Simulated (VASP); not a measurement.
# NaF (Fm-3m) in VASP: notebook

The runs below take NaF through single point, with PBE.

Program: VASP 6.6.1. These are calculated values, not measurements. Logs are shortened: lines on timing, memory, paths and dates and some standing lists are left out, and cuts for length are marked.

**1. The cell of the first run**

Symmetry: Fm-3m, No. 225, cubic system. Conventional cell: a = 4.594 Å, b = 4.594 Å, c = 4.594 Å, α = 90.00°, β = 90.00°, γ = 90.00°. Na (site symmetry m-3m) has 6 F at 2.30 Å within 3.0 Å. F (site symmetry m-3m) has 6 Na at 2.30 Å within 3.0 Å.

**2. Single point, PBE**

INCAR

```
SYSTEM = NaF
PREC = Accurate ; ENCUT = 520
EDIFF = 1E-6 ; ISMEAR = 0
SIGMA = 0.01 ; LREAL = .False.
LASPH = .True. ; NELM = 100
ALGO = Normal ; ISIF = 2
LWAVE = .False. ; LCHARG = .True.
GGA = PE ; LELF = .True.
LVHAR = .True. ; NBANDS = 14
```

KPOINTS

```
Automatic mesh
0
Gamma
  6 6 6
  0 0 0
```

POSCAR

```
NaF
1.0
    0.0000000000      2.2972433049      2.2972433049
    2.2972433049      0.0000000000      2.2972433049
    2.2972433049      2.2972433049      0.0000000000
Na F
1 1
Direct
    0.0000000000      0.0000000000      0.0000000000
    0.5000000000      0.5000000000      0.5000000000
```

Potentials or basis: VASP PAW PBE potentials, release 64 (Na_pv, F).

Launch:

```sh
> cat potpaw_PBE.64/Na_pv/POTCAR potpaw_PBE.64/F/POTCAR > POTCAR
> mpirun -np 1 vasp_std > vasp.out
```

OUTCAR:

```text
SYSTEM = NaF
   PREC = Accurate
   ENCUT = 520
   EDIFF = 1E-6
   ISMEAR = 0
   LREAL = .False.
   LASPH = .True.
   NELM = 100
   ISIF = 2
   GGA = PE

 ion  position               nearest neighbor table
   1  0.000  0.000  0.000-   2 2.30   2 2.30   2 2.30   2 2.30   2 2.30   2 2.30
   2  0.500  0.500  0.500-   1 2.30   1 2.30   1 2.30   1 2.30   1 2.30   1 2.30

  LATTYP: Found a face centered cubic cell.
 ALAT       =     4.5944866098

  Lattice vectors:

 A1 = (   0.0000000000,   2.2972433049,   2.2972433049)
 A2 = (   2.2972433049,   0.0000000000,   2.2972433049)
 A3 = (   2.2972433049,   2.2972433049,   0.0000000000)

Analysis of symmetry for initial positions (statically):
=====================================================================
 Subroutine PRICEL returns:
 Original cell was already a primitive cell.

 Routine SETGRP: Setting up the symmetry group for a
 face centered cubic supercell.

 Subroutine GETGRP returns: Found 48 space group operations
[... 9 lines left out ...]

 Routine SETGRP: Setting up the symmetry group for a
 face centered cubic supercell.

 Subroutine GETGRP returns: Found 48 space group operations
[... 11 lines left out ...]
                                     Primitive cell

  volume of cell :      24.2466

  direct lattice vectors                    reciprocal lattice vectors
     0.000000000  2.297243305  2.297243305    -0.217652174  0.217652174  0.217652174
     2.297243305  0.000000000  2.297243305     0.217652174 -0.217652174  0.217652174
     2.297243305  2.297243305  0.000000000     0.217652174  0.217652174 -0.217652174

  length of vectors
     3.248792638  3.248792638  3.248792638     0.376984624  0.376984624  0.376984624

  position of ions in fractional coordinates (direct lattice)
     0.000000000  0.000000000  0.000000000
     0.500000000  0.500000000  0.500000000

  ion indices of the primitive-cell ions
   primitive index   ion index
                 1           1
                 2           2

----------------------------------------------------------------------------------------

 KPOINTS: Automatic mesh

Automatic generation of k-mesh.
 Grid dimensions read from file:
 generate k-points for:    6    6    6

 Generating k-lattice:

  Cartesian coordinates                     Fractional coordinates (reciprocal lattice)
    -0.036275362  0.036275362  0.036275362     0.166666667  0.000000000  0.000000000
     0.036275362 -0.036275362  0.036275362     0.000000000  0.166666667  0.000000000
     0.036275362  0.036275362 -0.036275362     0.000000000  0.000000000  0.166666667

  Length of vectors
     0.062830771  0.062830771  0.062830771

  Shift w.r.t. Gamma in fractional coordinates (k-lattice)
[... 54 lines left out ...]
   NELECT =      14.0000    total number of electrons
   NUPDOWN=      -1.0000    fix difference up-down
   EMIN   =  10.00;   EMAX   =-10.00  energy-range for DOS
   EFERMI =   0.00;   METHOD = LEGACY
   ISMEAR =     0;   SIGMA  =   0.01  broadening in eV -4-tet -1-fermi 0-gaus
   EFERMI_NEDOS =   21; number of points for ismear=-14 and -15
   IALGO  =     38    algorithm
   IMIX   =      4    mixing-type and parameters
     AMIX     =   0.40;   BMIX     =  1.00
     AMIX_MAG =   1.60;   BMIX_MAG =  1.00
  volume/ion in A,a.u.               =      12.12        81.81
  Fermi-wavevector in a.u.,A,eV,Ry     =   1.363224  2.576120 25.284786  1.858379
  Thomas-Fermi vector in A             =   2.489645
   LORBIT       =      0    0 simple, 1 ext, 2 COOP (PROOUT), +10 PAW based schemes
   GGA     = PE    functional components
   LHFCALC =     F    Hartree Fock is set to
   AEXX    =    0.0000 exact exchange contribution
   IVDW    =     0    specifies the selected vdW correction
   LEPSILON=     F    determine dielectric tensor
   LRPA    =     F    only Hartree local field effects (RPA)
 non-spin polarized calculation
 Gauss-broadening in eV      SIGMA  =   0.01
  energy-cutoff  :      520.00
  volume of cell :       24.25
 maximum number of plane-waves:       660
   NGX = 13   NGY = 13   NGZ = 13

 number of electron      13.9999992 magnetization

 Free energy of the ion-electron system (eV)
  ---------------------------------------------------
  ext. energy  EPLUGINS =         0.00000000
  ---------------------------------------------------
  free energy    TOTEN  =        -8.54961672 eV

  energy without entropy =       -8.54961672  energy(sigma->0) =       -8.54961672

 E-fermi :  -1.8054     XC(G=0):  -9.2786

 val. band max:       -1.9700707623   @ k =   0.0000   0.0000   0.0000
 cond. band min:       4.4700355161   @ k =   0.0000   0.0000   0.0000
 fundamental gap:      6.4401062783
 Fermi energy:        -1.8053562678

 k-point     1 :       0.0000    0.0000    0.0000
  band No.  band energies     occupation
      1     -21.1878      2.00000
      2     -20.8410      2.00000
      3     -20.8410      2.00000
      4     -20.8410      2.00000
      5      -1.9701      2.00000
      6      -1.9701      2.00000
      7      -1.9701      2.00000
      8       4.4700      0.00000
      9      17.1905      0.00000
     10      17.1905      0.00000
     11      17.1905      0.00000
     12      20.1056      0.00000
     13      22.3124      0.00000
     14      22.3124      0.00000
[... 241 lines left out ...]
      1     -21.3186      2.00000
      2     -20.9700      2.00000
      3     -20.9223      2.00000
      4     -20.4699      2.00000
      5      -3.0833      2.00000
      6      -2.6382      2.00000
      7      -2.5206      2.00000
      8      11.4114      0.00000
      9      11.4268      0.00000
     10      12.8916      0.00000
     11      16.0628      0.00000
     12      19.8172      0.00000
     13      24.4119      0.00000
     14      24.4793      0.00000

------------------------ aborting loop because EDIFF is reached ----------------------------------------

  FORCE on cell =-STRESS in cart. coord.  units (eV):
  Direction    XX          YY          ZZ          XY          YZ          ZX
  --------------------------------------------------------------------------------------
  -------------------------------------------------------------------------------------
  Total        0.5290388      0.5290388      0.5290388     -0.0000000      0.0000000     -0.0000000
  in kB       34.9580447     34.9580447     34.9580447     -0.0000000      0.0000000     -0.0000000
  external PRESSURE =      34.9580447 kB  Pullay stress =       0.0000000 kB

 VOLUME and BASIS-vectors are now :
 -----------------------------------------------------------------------------
  energy-cutoff  :      520.00
  volume of cell :       24.25
      direct lattice vectors                 reciprocal lattice vectors
     0.000000000  2.297243305  2.297243305    -0.217652174  0.217652174  0.217652174
     2.297243305  0.000000000  2.297243305     0.217652174 -0.217652174  0.217652174
     2.297243305  2.297243305  0.000000000     0.217652174  0.217652174 -0.217652174

 POSITION                                       TOTAL-FORCE (eV/Angst)
 -----------------------------------------------------------------------------------
      0.00000      0.00000      0.00000         0.000000      0.000000      0.000000
      2.29724      2.29724      2.29724        -0.000000     -0.000000     -0.000000
 -----------------------------------------------------------------------------------
    total drift:                                0.000000     -0.000000      0.000000

  FREE ENERGIE OF THE ION-ELECTRON SYSTEM (eV)
  ---------------------------------------------------
  free  energy   TOTEN  =        -8.5496167229 eV

  energy  without entropy=       -8.5496167229  energy(sigma->0) =       -8.54961672
```

stdout:

```text
POSCAR found type information on POSCAR NaF
 POSCAR found :  2 types and       2 ions
 scaLAPACK will be used
 LDA part: xc-table for (Slater+PW92), standard interpolation
 POSCAR, INCAR and KPOINTS ok, starting setup
 FFT: planning ... GRIDC
 FFT: planning ... GRID_SOFT
 FFT: planning ... GRID
 WAVECAR not read
 entering main loop
```

Wall time 6 s (1 thread of Intel Xeon 8259CL, shared host); peak memory 0.13 GiB.

What came out:

```yaml
Free_energy: -8.5496 eV
Pressure: 3.5 GPa
Band_gap_on_the_k_mesh: 6.44 eV, direct
```

Levels at points of the mesh, in eV from the valence-band top:
```tsv
k point	band 3	band 4	band 5	band 6	band 7	band 8	band 9	band 10	band 11	band 12
(0.00, 0.00, 0.00)	-18.87	-18.87	0.00	0.00	0.00	6.44	19.16	19.16	19.16	22.08
(0.50, 0.00, 0.00)	-18.88	-18.11	-1.64	-0.27	-0.27	10.94	12.69	20.39	20.39	23.23
(0.50, 0.50, 0.00)	-18.93	-18.93	-1.31	-0.42	-0.42	13.37	13.39	13.86	20.11	20.11
```

Expect the measured gap to be larger: semilocal functionals such as PBE lack the derivative discontinuity.

**3. Single point, PBE (volume changed by -5%)**

INCAR

```
SYSTEM = NaF
PREC = Accurate
ENCUT = 600
EDIFF = 1E-6
ISMEAR = 0
SIGMA = 0.01
LREAL = .False.
LASPH = .True.
NELM = 120
ALGO = Normal
ISIF = 2
LWAVE = .False.
LCHARG = .False.
GGA = PE
NBANDS = 14
GGA_COMPAT = .False.
```

KPOINTS is that of step 2.

POSCAR

```
NaF
1.0
    0.0000000000      2.2582994543      2.2582994543
    2.2582994543      0.0000000000      2.2582994543
    2.2582994543      2.2582994543      0.0000000000
Na F
1 1
Direct
    0.0000000000      0.0000000000      0.0000000000
    0.5000000000      0.5000000000      0.5000000000
```

Potentials or basis: VASP PAW PBE potentials, release 64 (Na_pv, F).

Launch:

```sh
> cat potpaw_PBE.64/Na_pv/POTCAR potpaw_PBE.64/F/POTCAR > POTCAR
> mpirun -np 1 vasp_std > vasp.out
```

Wall time 12 s (1 thread of Intel Xeon 8259CL, shared host); peak memory 0.14 GiB.

The run converged. Its results:

```yaml
Free_energy: -8.5101 eV
Pressure: 6.9 GPa
Band_gap_on_the_k_mesh: 6.74 eV, direct
```

Levels at points of the mesh, in eV from the valence-band top:
```
           k point  band 4  band 5  band 6  band 7  band 8  band 9  band 10  band 11
(0.00, 0.00, 0.00)  -18.72    0.00    0.00    0.00    6.74   19.53    19.53    19.53
(0.50, 0.00, 0.00)  -17.96   -1.76   -0.30   -0.30   11.27   13.14    20.96    20.96
(0.50, 0.50, 0.00)  -18.79   -1.39   -0.44   -0.44   13.57   13.81    14.39    20.80
```

**4. Single point, PBE (volume changed by -10%)**

INCAR

```
ALGO = Normal ; EDIFF = 1E-6
ENCUT = 600 ; GGA = PE
GGA_COMPAT = F ; ISIF = 2
ISMEAR = 0 ; LASPH = T
LCHARG = T ; LELF = T
LREAL = F ; LVHAR = T
LWAVE = F ; NBANDS = 14
NELM = 120 ; PREC = Accurate
SIGMA = 0.01
```

KPOINTS

```
k-points
0
Gamma
  6 6 6
```

POSCAR

```
NaF
1.0
    0.0000000000      2.2179640247      2.2179640247
    2.2179640247      0.0000000000      2.2179640247
    2.2179640247      2.2179640247      0.0000000000
Na F
1 1
Direct
    0.0000000000      0.0000000000      0.0000000000
    0.5000000000      0.5000000000      0.5000000000
```

Launch:

```sh
> cat potpaw_PBE.64/Na_pv/POTCAR potpaw_PBE.64/F/POTCAR > POTCAR
> mpirun -np 1 vasp_std > vasp.out
```

Run time: 13 s. Hardware: 1 thread of Intel Xeon 8259CL, shared host; peak memory 0.15 GiB.

The run converged. Its results:

```
Free energy            : -8.4383 eV
Pressure               : 11.5 GPa
Band gap on the k mesh : 7.07 eV, direct
```

Levels at points of the mesh, in eV from the valence-band top:
| k point | band 5 | band 6 | band 7 | band 8 | band 9 | band 10 |
| --- | --- | --- | --- | --- | --- | --- |
| (0.00, 0.00, 0.00) | 0.00 | 0.00 | 0.00 | 7.07 | 19.92 | 19.92 |
| (0.50, 0.00, 0.00) | -1.89 | -0.33 | -0.33 | 11.63 | 13.63 | 21.58 |
| (0.50, 0.50, 0.00) | -1.48 | -0.47 | -0.47 | 13.74 | 14.29 | 14.98 |

**5. Summary**

| cell | cutoff (eV) | gap on the mesh (eV) | pressure (GPa) |
| --- | --- | --- | --- |
| a = 3.249 Å, angles 60.0°, 2 atoms | 520 | 6.44 | 3.5 |
| a = 3.194 Å, angles 60.0°, 2 atoms | 600 | 6.74 | 6.9 |
| a = 3.137 Å, angles 60.0°, 2 atoms | 600 | 7.07 | 11.5 |

Alike in all rows: task single point; level PBE; potentials or basis VASP PAW PBE potentials, release 64 (Na_pv, F); no spin polarisation; k mesh 6 × 6 × 6; smearing gaussian 0.01 eV.

Total energies depend on the potentials used, so only differences within one code and one set of settings carry meaning.
